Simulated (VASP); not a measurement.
Wanted: the native input for a VASP 6.6.1 run.

```
Task                   : single point
Functional             : PBEsol
Dispersion             : D3(BJ)
Potentials or basis    : VASP PAW PBE potentials, release 64 (Cu)
Cutoff                 : 600 eV
k mesh                 : 20 × 20 × 20
Occupations            : gaussian, width 0.15 eV
Spin                   : no spin polarisation
Dipole correction      : no
Further INCAR settings : ALGO = Normal; EDIFF = 1e-06; NBANDS = 18
```

The structure of Cu lies in POSCAR:

```
Cu
1.0
    1.2672022376     -4.1354331308      0.0000000000
    1.2672022376      4.1354331308      0.0000000000
    0.0000000000      0.0000000000      2.3764757026
Cu
2
Direct
    0.1338666500      0.8661333500      0.2500000000
    0.8661333500      0.1338666500      0.7500000000
```

One way to write it, as run:

INCAR

```
SYSTEM = Cu
ALGO = Normal ; EDIFF = 1E-6
ENCUT = 600 ; GGA = PS
GGA_COMPAT = .FALSE. ; ISIF = 2
ISMEAR = 0 ; IVDW = 12
LASPH = .TRUE. ; LCHARG = .FALSE.
LREAL = .FALSE. ; LWAVE = .FALSE.
NBANDS = 18 ; NELM = 120
PREC = Accurate ; SIGMA = 0.15
```

KPOINTS

```
k-points
0
G
  20 20 20
  0 0 0
```

Potentials or basis: VASP PAW PBE potentials, release 64 (Cu).

Command:

```bash
$ cat potpaw_PBE.64/Cu/POTCAR > POTCAR
$ mpirun -np 1 vasp_std > vasp.out
```

Results of the run:

* Pressure: -10.8 GPa
* Largest force: 0.072 eV/Å
* Band gap on the k mesh: zero (bands 11 and 12 overlap by 5.67 eV)
* Dispersion energy per atom: -0.496 eV

Caveat: the stress differs along the axes, from -18 to 0 GPa; the PAW data sets were made with another functional, which shifts forces and pressure a little.

It took 18 min on 1 thread of Oxide Virtual Turin-like Processor, with other jobs on the host, peak memory 0.6 GiB.
